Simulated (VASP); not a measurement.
# MgB (P2_13) in VASP: a series of runs

Runs on MgB. Level: PBE. Tasks: single point, relaxation of cell and atoms.

Everything below comes from runs of VASP 6.6.1. Logs are shortened: lines on timing, memory, paths and dates and some standing lists are left out, and cuts for length are marked.

## Step 1: The cell of the first run

Symmetry: P2_13, No. 198, cubic system. Conventional cell: a = 4.526 Å, b = 4.526 Å, c = 4.526 Å, α = 90.00°, β = 90.00°, γ = 90.00°. Mg (site symmetry 3) has 7 B at 2.27 to 2.55 Å and 6 Mg at 2.77 Å within 3.0 Å. Within 3.0 Å of B (site symmetry 3) lie 7 Mg at 2.27 to 2.55 Å and 6 B at 2.80 Å.

## Step 2: Single point, PBE

INCAR reads:

```
SYSTEM = MgB
PREC = Accurate ; ENCUT = 520
EDIFF = 1E-6 ; ISMEAR = 0
SIGMA = 0.1 ; LREAL = .FALSE.
LASPH = .TRUE. ; NELM = 60
ALGO = Normal ; ISIF = 2
LWAVE = .FALSE. ; LCHARG = .TRUE.
GGA = PE ; LELF = .TRUE.
LVHAR = .TRUE. ; NBANDS = 20
```

KPOINTS reads:

```
regular mesh
0
G
  4 4 4
  0 0 0
```

POSCAR reads:

```
MgB
1.0
    4.5261420797      0.0000000000      0.0000000000
    0.0000000000      4.5261420797      0.0000000000
    0.0000000000      0.0000000000      4.5261420797
Mg B
4 4
Direct
    0.1340000000      0.1340000000      0.1340000000
    0.3660000000      0.8660000000      0.6340000000
    0.6340000000      0.3660000000      0.8660000000
    0.8660000000      0.6340000000      0.3660000000
    0.8445000000      0.8445000000      0.8445000000
    0.6555000000      0.1555000000      0.3445000000
    0.3445000000      0.6555000000      0.1555000000
    0.1555000000      0.3445000000      0.6555000000
```

Potentials or basis: VASP PAW PBE potentials, release 64 (Mg, B).

The run is started by

```bash
cat potpaw_PBE.64/Mg/POTCAR potpaw_PBE.64/B/POTCAR > POTCAR
mpirun -np 1 vasp_std > vasp.out
```

OUTCAR:

```text
SYSTEM = MgB
   PREC = Accurate
   ENCUT = 520
   EDIFF = 1E-6
   ISMEAR = 0
   LREAL = .FALSE.
   LASPH = .TRUE.
   NELM = 60
   ISIF = 2
   GGA = PE

 ion  position               nearest neighbor table
   1  0.134  0.134  0.134-   5 2.27   6 2.37   7 2.37   8 2.37   7 2.55   8 2.55   6 2.55   3 2.77
                             4 2.77   2 2.77   2 2.77   4 2.77   3 2.77
   2  0.366  0.866  0.634-   6 2.27   5 2.37   7 2.37   8 2.37   7 2.55   8 2.55   5 2.55   1 2.77
                             1 2.77   3 2.77   3 2.77   4 2.77   4 2.77
   3  0.634  0.366  0.866-   7 2.27   6 2.37   5 2.37   8 2.37   8 2.55   6 2.55   5 2.55   1 2.77
                             4 2.77   2 2.77   2 2.77   4 2.77   1 2.77
   4  0.866  0.634  0.366-   8 2.27   6 2.37   7 2.37   5 2.37   6 2.55   5 2.55   7 2.55   1 2.77
                             3 2.77   2 2.77   1 2.77   2 2.77   3 2.77
   5  0.844  0.844  0.844-   1 2.27   2 2.37   3 2.37   4 2.37   3 2.55   4 2.55   2 2.55
   6  0.656  0.156  0.344-   2 2.27   1 2.37   3 2.37   4 2.37   3 2.55   4 2.55   1 2.55
   7  0.344  0.656  0.156-   3 2.27   2 2.37   1 2.37   4 2.37   4 2.55   2 2.55   1 2.55
   8  0.156  0.344  0.656-   4 2.27   2 2.37   3 2.37   1 2.37   2 2.55   1 2.55   3 2.55

  LATTYP: Found a simple cubic cell.
 ALAT       =     4.5261420797

  Lattice vectors:

 A1 = (   4.5261420797,   0.0000000000,   0.0000000000)
 A2 = (   0.0000000000,   4.5261420797,   0.0000000000)
 A3 = (   0.0000000000,   0.0000000000,   4.5261420797)

Analysis of symmetry for initial positions (statically):
=====================================================================
 Subroutine PRICEL returns:
 Original cell was already a primitive cell.

 Routine SETGRP: Setting up the symmetry group for a
 simple cubic supercell.

 Subroutine GETGRP returns: Found 12 space group operations
 (whereof  3 operations were pure point group operations)
 out of a pool of 48 trial point group operations.

The static configuration has the point symmetry C_3 .
 The point group associated with its full space group is T   .

Analysis of symmetry for dynamics (positions and initial velocities):
=====================================================================
 Subroutine PRICEL returns:
 Original cell was already a primitive cell.

 Routine SETGRP: Setting up the symmetry group for a
 simple cubic supercell.

 Subroutine GETGRP returns: Found 12 space group operations
 (whereof  3 operations were pure point group operations)
 out of a pool of 48 trial point group operations.

The dynamic configuration has the point symmetry C_3 .
 The point group associated with its full space group is T   .

 Subroutine INISYM returns: Found 12 space group operations
 (whereof  3 operations are pure point group operations),
 and found     1 'primitive' translations

----------------------------------------------------------------------------------------

                                     Primitive cell

  volume of cell :      92.7224

  direct lattice vectors                    reciprocal lattice vectors
     4.526142080  0.000000000  0.000000000     0.220938712  0.000000000  0.000000000
     0.000000000  4.526142080  0.000000000     0.000000000  0.220938712  0.000000000
     0.000000000  0.000000000  4.526142080     0.000000000  0.000000000  0.220938712

  length of vectors
     4.526142080  4.526142080  4.526142080     0.220938712  0.220938712  0.220938712

  position of ions in fractional coordinates (direct lattice)
     0.134000000  0.134000000  0.134000000
     0.366000000  0.866000000  0.634000000
     0.634000000  0.366000000  0.866000000
     0.866000000  0.634000000  0.366000000
     0.844500000  0.844500000  0.844500000
     0.655500000  0.155500000  0.344500000
     0.344500000  0.655500000  0.155500000
     0.155500000  0.344500000  0.655500000

  ion indices of the primitive-cell ions
   primitive index   ion index
                 1           1
                 2           2
                 3           3
                 4           4
                 5           5
                 6           6
                 7           7
                 8           8

----------------------------------------------------------------------------------------

 KPOINTS: regular mesh

Automatic generation of k-mesh.
 Grid dimensions read from file:
 generate k-points for:    4    4    4

 Generating k-lattice:

  Cartesian coordinates                     Fractional coordinates (reciprocal lattice)
     0.055234678  0.000000000  0.000000000     0.250000000  0.000000000  0.000000000
     0.000000000  0.055234678  0.000000000     0.000000000  0.250000000  0.000000000
     0.000000000  0.000000000  0.055234678     0.000000000  0.000000000  0.250000000

  Length of vectors
     0.055234678  0.055234678  0.055234678

  Shift w.r.t. Gamma in fractional coordinates (k-lattice)
     0.000000000  0.000000000  0.000000000

 Subroutine IBZKPT returns following result:
 ===========================================

 Found     11 irreducible k-points:

 Following reciprocal coordinates:
            Coordinates               Weight
  0.000000  0.000000  0.000000      1.000000
  0.250000  0.000000  0.000000      6.000000
  0.500000  0.000000  0.000000      3.000000
  0.250000  0.250000  0.000000     12.000000
  0.500000  0.250000  0.000000      6.000000
 -0.250000  0.500000  0.000000      6.000000
  0.500000  0.500000  0.000000      3.000000
  0.250000  0.250000  0.250000      8.000000
  0.500000  0.250000  0.250000     12.000000
  0.500000  0.500000  0.250000      6.000000
  0.500000  0.500000  0.500000      1.000000
   k-points           NKPTS =     11   k-points in BZ     NKDIM =     11   number of bands    NBANDS=     20
   number of dos      NEDOS =    301   number of ions     NIONS =      8
   total plane-waves  NPLWV =  46656
   dimension x,y,z NGX =    36 NGY =   36 NGZ =   36
   dimension x,y,z NGXF=    72 NGYF=   72 NGZF=   72
   ions per type =               4   4
   NGX,Y,Z   is equivalent  to a cutoff of  13.22, 13.22, 13.22 a.u.
   NGXF,Y,Z  is equivalent  to a cutoff of  26.45, 26.45, 26.45 a.u.
 SYSTEM =  MgB
   PREC   = accura    normal or accurate (medium, high low for compatibility)
   ISTART =      0    job   : 0-new  1-cont  2-samecut
   ICHARG =      2    charge: 1-file 2-atom 10-const
   ISPIN  =      1    spin polarized calculation?
   LNONCOLLINEAR =      F non collinear calculations
   LSORBIT =      F    spin-orbit coupling
   LASPH  =      T    aspherical Exc in radial PAW
   ENCUT  =  520.0 eV  38.22 Ry    6.18 a.u.   8.42  8.42  8.42*2*pi/ulx,y,z
   NELM   =     60;   NELMIN=  2; NELMDL= -5     # of ELM steps
   EDIFF  = 0.1E-05   stopping-criterion for ELM
   LREAL  =      F    real-space projection
   EDIFFG = 0.1E-04   stopping-criterion for IOM
   NSW    =      0    number of steps for IOM
   IBRION =     -1    ionic relax: 0-MD 1-quasi-New 2-CG
   NFREE  =      0    steps in history (QN), initial steepest desc. (CG)
   ISIF   =      2    stress and relaxation
   ISYM   =      2    0-nonsym 1-usesym 2-fastsym
   POTIM  = 0.5000    time-step for ionic-motion
   TEBEG  =    0.0;   TEEND  =   0.0 temperature during run
   PSTRESS=    0.0 pullay stress
   NELECT =      20.0000    total number of electrons
   NUPDOWN=      -1.0000    fix difference up-down
   EMIN   =  10.00;   EMAX   =-10.00  energy-range for DOS
   EFERMI =   0.00;   METHOD = LEGACY
   ISMEAR =     0;   SIGMA  =   0.10  broadening in eV -4-tet -1-fermi 0-gaus
   EFERMI_NEDOS =   21; number of points for ismear=-14 and -15
   IALGO  =     38    algorithm
   IMIX   =      4    mixing-type and parameters
     AMIX     =   0.40;   BMIX     =  1.00
     AMIX_MAG =   1.60;   BMIX_MAG =  1.00
  volume/ion in A,a.u.               =      11.59        78.22
  Fermi-wavevector in a.u.,A,eV,Ry     =   0.981801  1.855334 13.115098  0.963933
  Thomas-Fermi vector in A             =   2.112835
   LORBIT       =      0    0 simple, 1 ext, 2 COOP (PROOUT), +10 PAW based schemes
   GGA     = PE    functional components
   LHFCALC =     F    Hartree Fock is set to
   AEXX    =    0.0000 exact exchange contribution
   IVDW    =     0    specifies the selected vdW correction
   LEPSILON=     F    determine dielectric tensor
   LRPA    =     F    only Hartree local field effects (RPA)
 non-spin polarized calculation
 Gauss-broadening in eV      SIGMA  =   0.10
  energy-cutoff  :      520.00
  volume of cell :       92.72
 maximum number of plane-waves:      2522
 NGX is ok and might be reduce to    36
   NGX = 17   NGY = 17   NGZ = 17

 number of electron      19.9999999 magnetization

 Free energy of the ion-electron system (eV)
  ---------------------------------------------------
  ext. energy  EPLUGINS =         0.00000000
  ---------------------------------------------------
  free energy    TOTEN  =       -23.93091839 eV

  energy without entropy =      -23.90708842  energy(sigma->0) =      -23.91900341

 E-fermi :   4.8804     XC(G=0): -10.5128

 val. band max:        4.8653207924   @ k =   0.5000   0.2500   0.0000
 cond. band min:       4.9184526328   @ k =   0.2500   0.2500   0.0000
 fundamental gap:      0.0531318404
 Fermi energy:         4.8804254333

 k-point     1 :       0.0000    0.0000    0.0000
  band No.  band energies     occupation
      1      -6.1007      2.00000
      2      -0.8250      2.00000
      3      -0.8250      2.00000
      4      -0.8250      2.00000
      5       1.2240      2.00000
      6       1.2240      2.00000
[... 12 lines left out ...]
     19      10.3725      0.00000
     20      12.1384      0.00000

 k-point     2 :       0.2500    0.0000    0.0000
  band No.  band energies     occupation
      1      -5.6992      2.00000
      2      -2.7026      2.00000
      3      -0.4973      2.00000
      4       0.0711      2.00000
      5       0.9237      2.00000
      6       1.4090      2.00000
[... 199 lines left out ...]
 k-point    11 :       0.5000    0.5000    0.5000
  band No.  band energies     occupation
      1      -2.2160      2.00000
      2      -2.2160      2.00000
      3      -2.2160      2.00000
      4      -2.2160      2.00000
      5      -0.1642      2.00000
      6      -0.1642      2.00000
[... 12 lines left out ...]
     19      11.7212      0.00000
     20      11.7212      0.00000

------------------------ aborting loop because EDIFF is reached ----------------------------------------

  FORCE on cell =-STRESS in cart. coord.  units (eV):
  Direction    XX          YY          ZZ          XY          YZ          ZX
  --------------------------------------------------------------------------------------
  -------------------------------------------------------------------------------------
  Total        8.4366027      8.4366027      8.4366027      0.0000000      0.0000000      0.0000000
  in kB      145.7785513    145.7785513    145.7785513      0.0000000      0.0000000      0.0000000
  external PRESSURE =     145.7785513 kB  Pullay stress =       0.0000000 kB

 VOLUME and BASIS-vectors are now :
 -----------------------------------------------------------------------------
  energy-cutoff  :      520.00
  volume of cell :       92.72
      direct lattice vectors                 reciprocal lattice vectors
     4.526142080  0.000000000  0.000000000     0.220938712  0.000000000  0.000000000
     0.000000000  4.526142080  0.000000000     0.000000000  0.220938712  0.000000000
     0.000000000  0.000000000  4.526142080     0.000000000  0.000000000  0.220938712

 POSITION                                       TOTAL-FORCE (eV/Angst)
 -----------------------------------------------------------------------------------
      0.60650      0.60650      0.60650         0.682345      0.682345      0.682345
      1.65657      3.91964      2.86957        -0.682345     -0.682345      0.682345
      2.86957      1.65657      3.91964         0.682345     -0.682345     -0.682345
      3.91964      2.86957      1.65657        -0.682345      0.682345     -0.682345
      3.82233      3.82233      3.82233         0.066911      0.066911      0.066911
      2.96689      0.70382      1.55926        -0.066911     -0.066911      0.066911
      1.55926      2.96689      0.70382         0.066911     -0.066911     -0.066911
      0.70382      1.55926      2.96689        -0.066911      0.066911     -0.066911
 -----------------------------------------------------------------------------------
    total drift:                               -0.000000     -0.000000     -0.000000

  FREE ENERGIE OF THE ION-ELECTRON SYSTEM (eV)
  ---------------------------------------------------
  free  energy   TOTEN  =       -23.9309183941 eV

  energy  without entropy=      -23.9070884214  energy(sigma->0) =      -23.91900341
```

Run time: 28 s. Hardware: 1 thread of Intel Xeon 8259CL, shared host; peak memory 0.21 GiB.

What came out:

* Free energy: -23.9309 eV
* Pressure: 14.6 GPa
* Largest force: 1.182 eV/Å
* Band gap on the k mesh: zero (bands 10 and 11 overlap by 2.88 eV)

Forces on the atoms (eV/Å):
```
Mg   0.682  0.682  0.682
Mg  -0.682 -0.682  0.682
Mg   0.682 -0.682 -0.682
Mg  -0.682  0.682 -0.682
B    0.067  0.067  0.067
B   -0.067 -0.067  0.067
B    0.067 -0.067 -0.067
B   -0.067  0.067 -0.067
```

Caveat: the cell stands under pressure; forces of over 1 eV/Å act on the atoms, so gaps and moduli don't describe the material at rest.

(Continued in part 2 of 2.)
